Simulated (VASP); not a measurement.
A run of VASP 6.6.1 is set up as follows.

The input INCAR:

```
ALGO     = Normal         # electronic algorithm
EDIFF    = 1E-7           # SCF threshold, eV
ENCUT    = 520            # plane-wave cutoff, eV
GGA      = PE             # functional
ISIF     = 2              # what is computed and relaxed
ISMEAR   = 0              # smearing method
LASPH    = True           # aspherical terms in the spheres
LCHARG   = False          # write CHGCAR
LREAL    = False          # projectors in reciprocal space
LWAVE    = False          # write WAVECAR
NBANDS   = 34             # bands
NELM     = 60             # most SCF steps
PREC     = Accurate       # precision mode
SIGMA    = 0.1            # smearing width, eV
```

KPOINTS

```
k-points
0
Gamma
  6 10 6
```

File POSCAR:

```
TiMoSe4
1.0
    5.9091095838      0.0000000000      0.0210818983
    0.0000000000      3.4254440759      0.0000000000
   -0.0689699766      0.0000000000      6.8474730948
Ti Mo Se
1 1 4
Direct
    0.0000000000      0.0000000000      0.0000000000
    0.5000000000      0.5000000000      0.0000000000
    0.6695333296      0.0000000000      0.2384132505
    0.3304666704      0.0000000000      0.7615867495
    0.8339798878      0.5000000000      0.7630391998
    0.1660201122      0.5000000000      0.2369608002
```

Potentials or basis: VASP PAW PBE potentials, release 64 (Ti_sv, Mo_sv, Se).

Run with:

```bash
$ cat potpaw_PBE.64/Ti_sv/POTCAR potpaw_PBE.64/Mo_sv/POTCAR potpaw_PBE.64/Se/POTCAR > POTCAR
$ mpirun -np 1 vasp_std > vasp.out
```

What does it give for the largest force?

0.021 eV/Å.

What does it give for the pressure?

0.1 GPa.

Forces on the atoms (eV/Å):
```
Ti   0.000  0.000  0.000
Mo   0.000  0.000  0.000
Se   0.001  0.000  0.021
Se  -0.001  0.000 -0.021
Se   0.005  0.000 -0.018
Se  -0.005  0.000  0.018
```

Caveat: this functional lacks dispersion, which binds the layers, so the pressure and a relaxed spacing across them are unreliable.
